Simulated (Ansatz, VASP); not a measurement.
# Two plane-wave programs on CdF2

File INCAR:

```
SYSTEM = CdF2
  ALGO = Normal
  EDIFF = 1E-7
  ENCUT = 520
  GGA = PE
  ISIF = 2
  ISMEAR = -1
  LASPH = .TRUE.
  LCHARG = .TRUE.
  LELF = .TRUE.
  LREAL = .FALSE.
  LVHAR = .TRUE.
  LWAVE = .FALSE.
  NBANDS = 20
  NELM = 100
  PREC = Accurate
  SIGMA = 0.02
```

KPOINTS

```
k-points
0
G
  8 8 8
  0 0 0
```

Contents of POSCAR:

```
CdF2
1.0
    0.0000000000      2.7821047541      2.6825809990
    2.7821047541      0.0000000000      2.6825809990
    2.7821047541      2.7821047541      0.0000000000
Cd F
1 2
Direct
    0.0000000000      0.0000000000      0.0000000000
    0.2500000000      0.2500000000      0.2500000000
    0.7500000000      0.7500000000      0.7500000000
```

Input for Ansatz:

```yaml
crystal:
  lattice:
    - [0.0, 2.7821047541, 2.682580999]
    - [2.7821047541, 0.0, 2.682580999]
    - [2.7821047541, 2.7821047541, 0.0]
  atoms:
    - { symbol: Cd, position: [0.0, 0.0, 0.0] }
    - { symbol: F, position: [0.25, 0.25, 0.25] }
    - { symbol: F, position: [0.75, 0.75, 0.75] }
kpoints:
  mp_grid: { grid: [8, 8, 8] }
  band_path:
    path:
      - [0.0, 0.0, 0.0]
      - [0.5, 0.0, 0.5]
      - [0.625, 0.25, 0.625]
      - [0.375, 0.375, 0.75]
      - [0.5, 0.5, 0.5]
      - [0.5, 0.25, 0.75]
      - [0.203125, -0.5, -0.296875]
    npoints: 1
hamiltonian:
  xc: pbe
scf:
  occupations: { method: fermi_dirac, width: 0.02 }
  n_extra_bands: 4
output:
  forces: true
  stress: true
  eigenvalues: true
```

Change from the starting cell: biaxial_xy strain +3.7%.

Alike in both runs: task single point; functional PBE; k mesh 8 × 8 × 8; occupations fermi-dirac, width 0.02 eV; no spin polarisation.

|  | VASP | Ansatz |
| --- | --- | --- |
| version | VASP 6.6.1 | Ansatz 0.2.0 |
| potentials or method | VASP PAW PBE potentials, release 64 (Cd, F) | plane waves, PAW |
| plane-wave cutoff (eV) | 520 | 420 |
| valence electrons in the cell | 26 | 34 |

Ansatz gave:

```
gap on the k mesh at the Fermi level (eV)                     : 2.84
pressure (GPa)                                                : -0.8
traceless stress, the component that is largest in VASP (GPa) : 2.56
```

**Question.** Estimate VASP's values.

**Answer.** gap on the k mesh at the Fermi level (eV): 2.81; pressure (GPa): -0.3; traceless stress, the component that is largest in VASP (GPa): 2.53.

VASP's potentials hold 26 valence electrons a cell and Ansatz's 34, so a difference there can come from the potentials and not from the codes.
